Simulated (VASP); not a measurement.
Here is a VASP 6.6.1 calculation.

INCAR

```
SYSTEM = PbS
PREC = Accurate
ENCUT = 500
EDIFF = 1E-6
ISMEAR = 0
SIGMA = 0.02
LREAL = .FALSE.
LASPH = .TRUE.
NELM = 120
ALGO = Normal
ISIF = 2
LWAVE = .FALSE.
LCHARG = .TRUE.
GGA = PS
LELF = .TRUE.
LVHAR = .TRUE.
NBANDS = 17
GGA_COMPAT = .FALSE.
```

KPOINTS

```
Automatic mesh
0
G
  10 10 10
  0 0 0
```

File POSCAR:

```
PbS
1.0
    0.0000000000      2.9516717168      2.9516717168
    2.9516717168      0.0000000000      2.9516717168
    2.9516717168      2.9516717168      0.0000000000
Pb S
1 1
Direct
    0.5000000000      0.5000000000      0.5000000000
    0.0000000000      0.0000000000      0.0000000000
```

Potentials or basis: VASP PAW PBE potentials, release 64 (Pb_d, S).

Launch:

```sh
$ cat potpaw_PBE.64/Pb_d/POTCAR potpaw_PBE.64/S/POTCAR > POTCAR
$ mpirun -np 1 vasp_std > vasp.out
```

Problem. Estimate the pressure.

Solution. -0.1 GPa.

Problem. Predict the band gap on the k mesh.

Solution. 0.20 eV, direct.

Caveat: the PAW data sets were made with another functional, which shifts forces and pressure a little; spin-orbit coupling is left out, which moves the levels of the heavy elements. A k mesh can miss the band edges.
